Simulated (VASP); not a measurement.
# Si: single point with LDA

Si:

```
Si
1.0
     3.57754    0.00000    0.00000
    -1.78877    3.09824    0.00000
     0.00000    0.00000    7.10141
Si
4
Direct
  0.33333 0.66667 0.07735
  0.66667 0.33333 0.57735
  0.33333 0.66667 0.42265
  0.66667 0.33333 0.92265
```

This isn't the form of Si at room conditions, which is diamond.

This cell differs from its parent crystal: atoms shifted along a free coordinate, c/a of the conventional cell at fixed volume 1.9850.

| Quantity | Value |
| --- | --- |
| Program | VASP 6.6.1 |
| Task | single point |
| Functional | LDA |
| Potentials or basis | VASP PAW LDA potentials, release 64 (Si) |
| Cutoff | 520 eV |
| k mesh | 12 × 12 × 6 |
| Occupations | gaussian, width 0.03 eV |
| Spin | no spin polarisation |

The pressure is -1.6 GPa. The largest force is 0.792 eV/Å. The band gap on the k mesh is zero (bands 8 and 9 overlap by 1.14 eV).

Forces in eV/Å, atoms in the order of the input:
```
Si   0.000  0.000 -0.792
Si   0.000  0.000 -0.792
Si   0.000  0.000  0.792
Si   0.000  0.000  0.792
```

Stress tensor (GPa, compression positive):
```
  6.52   0.00   0.00
  0.00   6.52   0.00
  0.00   0.00 -17.90
```

Levels at points of the mesh, in eV from the Fermi level:
| k point | band 4 | band 5 | band 6 | band 7 | band 8 | band 9 | band 10 | band 11 | band 12 | band 13 |
| --- | --- | --- | --- | --- | --- | --- | --- | --- | --- | --- |
| (0.00, 0.00, 0.00) | -2.03 | -0.45 | -0.26 | -0.26 | 0.79 | 0.79 | 2.82 | 2.82 | 3.06 | 4.59 |
| (0.50, 0.00, 0.00) | -6.38 | -5.01 | -3.51 | -2.20 | -1.08 | 1.16 | 1.41 | 1.99 | 2.76 | 3.11 |
| (0.00, 0.00, 0.50) | -5.69 | 0.16 | 0.16 | 0.16 | 0.16 | 3.06 | 3.06 | 3.66 | 3.66 | 3.66 |
| (0.50, 0.00, 0.50) | -7.30 | -3.40 | -3.40 | -1.74 | -1.74 | -0.12 | -0.12 | 1.87 | 1.87 | 5.01 |

Wall time 110 s on 1 thread of Intel(R) Xeon(R) Platinum 8488C (Sapphire Rapids) (shared host), peak memory 0.2 GiB.
